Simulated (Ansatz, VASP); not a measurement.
## In8O11 in VASP and in Ansatz

Contents of INCAR:

```
PREC = Accurate
ENCUT = 520
EDIFF = 1E-6
ISMEAR = -1
SIGMA = 0.01
LREAL = Auto
LASPH = T
NELM = 60
ALGO = Normal
ISIF = 2
LWAVE = F
LCHARG = T
GGA = PE
LELF = T
LVHAR = T
NBANDS = 100
```

KPOINTS

```
Automatic mesh
0
Gamma
  1 1 1
```

POSCAR

```
In8O11
1.0
    5.4870000000      3.1679210000      9.6733330000
   -2.7435000000      1.5839600000      4.8366670000
    0.0000000000     -3.1679210000      4.8366670000
In O
8 11
Direct
    0.1835010000      0.3487410000      0.3546030000
    0.0695980000      0.1434730000      0.1370540000
    0.3227060000      0.6350350000      0.6429720000
    0.4288610000      0.8570000000      0.8649240000
    0.6760880000      0.3564070000      0.3572340000
    0.5741190000      0.1480510000      0.1425780000
    0.8239520000      0.6405570000      0.6438840000
    0.9301620000      0.8541660000      0.8550930000
    0.2700220000      0.9401820000      0.2466020000
    0.1242900000      0.5432940000      0.9514680000
    0.2284950000      0.0517390000      0.7505110000
    0.5267400000      0.7510720000      0.4572310000
    0.3747780000      0.4559860000      0.0387680000
    0.7787570000      0.9430530000      0.2510770000
    0.4779670000      0.2449780000      0.5573820000
    0.6217560000      0.5496620000      0.9491770000
    0.7280980000      0.0451720000      0.7403640000
    0.0217670000      0.7487110000      0.4575360000
    0.8791550000      0.4483060000      0.0442860000
```

Input for Ansatz:

```yaml
crystal:
  lattice:
    - [5.487, 3.167921, 9.673333]
    - [-2.7435, 1.58396, 4.836667]
    - [0.0, -3.167921, 4.836667]
  atoms:
    - { symbol: In, position: [0.183501, 0.348741, 0.354603] }
    - { symbol: In, position: [0.069598, 0.143473, 0.137054] }
    - { symbol: In, position: [0.322706, 0.635035, 0.642972] }
    - { symbol: In, position: [0.428861, 0.857, 0.864924] }
    - { symbol: O, position: [0.270022, 0.940182, 0.246602] }
    - { symbol: O, position: [0.12429, 0.543294, 0.951468] }
    - { symbol: O, position: [0.228495, 0.051739, 0.750511] }
    - { symbol: O, position: [0.52674, 0.751072, 0.457231] }
    - { symbol: O, position: [0.374778, 0.455986, 0.038768] }
    - { symbol: In, position: [0.676088, 0.356407, 0.357234] }
    - { symbol: In, position: [0.574119, 0.148051, 0.142578] }
    - { symbol: In, position: [0.823952, 0.640557, 0.643884] }
    - { symbol: In, position: [0.930162, 0.854166, 0.855093] }
    - { symbol: O, position: [0.778757, 0.943053, 0.251077] }
    - { symbol: O, position: [0.477967, 0.244978, 0.557382] }
    - { symbol: O, position: [0.621756, 0.549662, 0.949177] }
    - { symbol: O, position: [0.728098, 0.045172, 0.740364] }
    - { symbol: O, position: [0.021767, 0.748711, 0.457536] }
    - { symbol: O, position: [0.879155, 0.448306, 0.044286] }
kpoints:
  mp_grid: { grid: [1, 1, 1] }
hamiltonian:
  xc: pbe
  pseudopotentials: { kind: paw }
scf:
  occupations: { method: fermi_dirac, width: "0.01 eV" }
```

Alike in both runs: task single point; functional PBE; k mesh 1 × 1 × 1; no spin polarisation.

|  | VASP | Ansatz |
| --- | --- | --- |
| version | VASP 6.6.1 | Ansatz development build ahead of 0.2.0 |
| potentials or method | VASP PAW PBE potentials, release 64 (In_d, O) | PAW (an earlier, plane waves, scalar-relativistic |
| plane-wave cutoff (eV) | 520 | 930 |
| occupations | fermi-dirac, width 0.01 eV | fermi-dirac |

Ansatz gave:

```
gap on the k mesh at the Fermi level (eV) : 3.10
least direct gap on the mesh (eV)         : 3.10
```

**Question.** What did VASP give for the same quantities?

**Answer.** gap on the k mesh at the Fermi level (eV): 3.09; least direct gap on the mesh (eV): 3.09.

The k mesh is coarse, so the values compare programs but aren't converged.
